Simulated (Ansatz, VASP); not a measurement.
**Two plane-wave programs on GaSb**

```
Ga Sb
1.0
     0.00000    3.12018    2.94022
     3.12018    0.00000    2.94022
     3.12018    3.12018    0.00000
Ga Sb
1 1
Cartesian
  0.0000 0.0000 0.0000
  1.5601 1.5601 1.4701
```

Alike in both runs: task single point; functional PBE; k mesh 6 × 6 × 6; occupations fermi-dirac, width 0.02 eV; no spin polarisation.

|  | VASP | Ansatz |
| --- | --- | --- |
| version | VASP 6.6.1 | Ansatz 0.2.0 |
| potentials or method | VASP PAW PBE potentials, release 64 (Ga_d, Sb), cutoff 520 eV | plane waves, PAW |
| valence electrons in the cell | 18 | 28 |

```tsv
	VASP	Ansatz	Ansatz less VASP
pressure (GPa)	2.5	2.4	-0.09
traceless stress, the component that is largest in VASP (GPa)	1.43	1.44	+0.005
```

VASP's potentials hold 18 valence electrons a cell and Ansatz's 28, so a difference there can come from the potentials and not from the codes.

Spin-orbit coupling is off throughout.
